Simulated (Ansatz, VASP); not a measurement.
# Two plane-wave programs on Al2O3

The input INCAR:

```
PREC = Accurate ; ENCUT = 520
EDIFF = 1E-6 ; ISMEAR = 0
SIGMA = 0.05 ; LREAL = F
LASPH = T ; NELM = 100
ALGO = Normal ; ISIF = 2
LWAVE = F ; LCHARG = F
GGA = PE ; NBANDS = 35
```

Contents of KPOINTS:

```
Automatic mesh
0
Gamma
  6 6 6
```

The input POSCAR:

```
Al2O3
1.0
    2.3529178629      1.3584577615      4.5660724047
   -2.3529178629      1.3584577615      4.5660724047
    0.0000000000     -2.7169155230      4.5660724047
Al O
4 6
Direct
    0.8406975503      0.8406975503      0.8406975503
    0.6593024497      0.6593024497      0.6593024497
    0.1593024497      0.1593024497      0.1593024497
    0.3406975503      0.3406975503      0.3406975503
    0.0561574040      0.4438425960      0.7500000000
    0.7500000000      0.0561574040      0.4438425960
    0.4438425960      0.7500000000      0.0561574040
    0.9438425960      0.5561574040      0.2500000000
    0.2500000000      0.9438425960      0.5561574040
    0.5561574040      0.2500000000      0.9438425960
```

Input for Ansatz:

```yaml
crystal:
  lattice:
    - [2.3529178629, 1.3584577615, 4.5660724047]
    - [-2.3529178629, 1.3584577615, 4.5660724047]
    - [0.0, -2.716915523, 4.5660724047]
  atoms:
    - { symbol: Al, position: [0.8406975503, 0.8406975503, 0.8406975503] }
    - { symbol: Al, position: [0.6593024497, 0.6593024497, 0.6593024497] }
    - { symbol: Al, position: [0.1593024497, 0.1593024497, 0.1593024497] }
    - { symbol: Al, position: [0.3406975503, 0.3406975503, 0.3406975503] }
    - { symbol: O, position: [0.056157404, 0.443842596, 0.75] }
    - { symbol: O, position: [0.75, 0.056157404, 0.443842596] }
    - { symbol: O, position: [0.443842596, 0.75, 0.056157404] }
    - { symbol: O, position: [0.943842596, 0.556157404, 0.25] }
    - { symbol: O, position: [0.25, 0.943842596, 0.556157404] }
    - { symbol: O, position: [0.556157404, 0.25, 0.943842596] }
basis:
  ecutwfc: 520.0
kpoints:
  mp_grid: { grid: [6, 6, 6] }
hamiltonian:
  xc: pbe
  pseudopotentials: { kind: paw, azcp: { folder: soft_1 } }
scf:
  occupations: { method: gaussian, width: 0.05 }
output:
  forces: true
  stress: true
  eigenvalues: true
```

Alike in both runs: task single point; functional PBE; k mesh 6 × 6 × 6; occupations gaussian, width 0.05 eV; no spin polarisation.

|  | VASP | Ansatz |
| --- | --- | --- |
| version | VASP 6.6.1 | Ansatz 0.2.0 |
| potentials or method | VASP PAW PBE potentials, release 64 (Al, O), cutoff 520 eV | scalar-relativistic, plane waves, PAW |
| valence electrons in the cell | 48 | 48 |

Ansatz gave:

| Quantity | Value |
| --- | --- |
| gap on the k mesh at the Fermi level (eV) | 5.73 |
| least direct gap on the mesh (eV) | 5.73 |
| pressure (GPa) | 2.8 |
| traceless stress, the component that is largest in VASP (GPa) | -10.64 |
| rms of the force components (eV/Å) | 0.882 |

Task: Estimate VASP's values.

Result: gap on the k mesh at the Fermi level (eV): 5.73; least direct gap on the mesh (eV): 5.73; pressure (GPa): 2.8; traceless stress, the component that is largest in VASP (GPa): -10.61; rms of the force components (eV/Å): 0.893.

Atom by atom the forces differ by 0.011 eV/Å (rms over components).
